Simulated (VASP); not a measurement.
Write the native input for VASP 6.6.1 that does the following.

- Task: single point
- Functional: PBE
- Potentials or basis: VASP PAW PBE potentials, release 64 (Rh_pv, C)
- Cutoff: 520 eV
- k mesh: 14 × 14 × 14
- Occupations: fermi-dirac, width 0.1 eV
- Spin: no spin polarisation
- Dipole correction: no
- Further INCAR settings: ALGO = Normal; EDIFF = 1e-06; NBANDS = 16

The structure of RhC (zincblende type) lies in POSCAR:

```
RhC
1.0
    0.0000000000      2.2520265012      2.2520265012
    2.2520265012      0.0000000000      2.2520265012
    2.2520265012      2.2520265012      0.0000000000
Rh C
1 1
Direct
    0.0000000000      0.0000000000      0.0000000000
    0.2500000000      0.2500000000      0.2500000000
```

This cell differs from its parent crystal: volume scaled by 0.95.

The input as run:

INCAR

```
PREC = Accurate ; ENCUT = 520
EDIFF = 1E-6 ; ISMEAR = -1
SIGMA = 0.1 ; LREAL = False
LASPH = True ; NELM = 100
ALGO = Normal ; ISIF = 2
LWAVE = False ; LCHARG = False
GGA = PE ; NBANDS = 16
```

KPOINTS

```
regular mesh
0
Gamma
  14 14 14
```

Potentials or basis: VASP PAW PBE potentials, release 64 (Rh_pv, C).

The run is started by

```console
$ cat potpaw_PBE.64/Rh_pv/POTCAR potpaw_PBE.64/C/POTCAR > POTCAR
$ mpirun -np 1 vasp_std > vasp.out
```

It gave:

```json
{"Pressure": "13.7 GPa"}
```

Wall time 10 s on 1 thread of Intel(R) Xeon(R) 6975P-C (Granite Rapids), on a shared host, peak memory 0.16 GiB.
